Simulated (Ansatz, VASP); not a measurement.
## One calculation of SnS2, two programs

```
Sn S
1.0
     3.66075    0.00000    0.00000
    -1.83038    3.17031    0.00000
     0.00000    0.00000    6.02140
Sn S
1 2
Direct
  0.00000 0.00000 0.00000
  0.33333 0.66667 0.24339
  0.66667 0.33333 0.75661
```

Change from the starting cell: uniaxial_z strain +1.0%.

Alike in both runs: task single point; functional HSE06; k mesh 6 × 6 × 4; no spin polarisation.

|  | VASP | Ansatz |
| --- | --- | --- |
| version | VASP 6.6.1 | Ansatz 0.2.0 |
| potentials or method | VASP PAW PBE potentials, release 64 (Sn_d, S) | plane waves, PAW |
| plane-wave cutoff (eV) | 400 | 420 |
| occupations | gaussian, width 0.01 eV | fixed |
| valence electrons in the cell | 26 | 26 |

Ansatz gave:

* gap on the k mesh at the Fermi level (eV): 2.42
* pressure (GPa): -0.2
* traceless stress, the component that is largest in VASP (GPa): -0.08
* rms of the force components (eV/Å): 0.124

Which values does VASP return?

gap on the k mesh at the Fermi level (eV): 2.42; pressure (GPa): -0.4; traceless stress, the component that is largest in VASP (GPa): -0.06; rms of the force components (eV/Å): 0.129.

Atom by atom the forces differ by 0.005 eV/Å (rms over components). Ansatz's warnings: stress exchange threshold loose, stress scf threshold loose.
